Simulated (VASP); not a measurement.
The system is SbPt.

```
Sb Pt
1.0
     0.00000    2.77541    2.77541
     2.77541    0.00000    2.77541
     2.77541    2.77541    0.00000
Sb Pt
1 1
Direct
  0.00000 0.00000 0.00000
  0.75000 0.75000 0.75000
```

- Program: VASP 6.6.1
- Task: relaxation of cell and atoms
- Functional: PBE
- Potentials or basis: VASP PAW PBE potentials, release 64 (Sb, Pt)
- Cutoff: 600 eV
- k mesh: 6 × 6 × 6
- Occupations: gaussian, width 0.1 eV
- Spin: no spin polarisation

At the start: pressure 37.5 GPa; volume 21.38 Å³/atom.

Where does the relaxation end?

Over 5 steps the energy falls by 518.9 meV/atom and the volume is 27.00 Å³/atom (+26.3 %); space group F-43m (No. 216, to 0.1 Å) before and after.

Step by step:
```
step  energy change (eV)  largest force (eV/Å)  pressure (GPa)  volume (Å³)
   1              0.0000                0.0000           37.46        42.76
   2              0.6089                0.0000          -12.49        81.74
   3             -1.0253                0.0000           -2.36        55.67
   4             -1.0362                0.0000           -0.89        54.61
   5             -1.0379                0.0000            0.02        54.01
```

Final structure:
```
CELL_PARAMETERS angstrom
0.00000 3.00016 3.00016
3.00016 0.00000 3.00016
3.00016 3.00016 0.00000
ATOMIC_POSITIONS crystal
Sb 0.00000 0.00000 0.00000
Pt 0.75000 0.75000 0.75000
```

Caveat: the volume moved by over 15 % at a fixed basis, so the end points are rough.
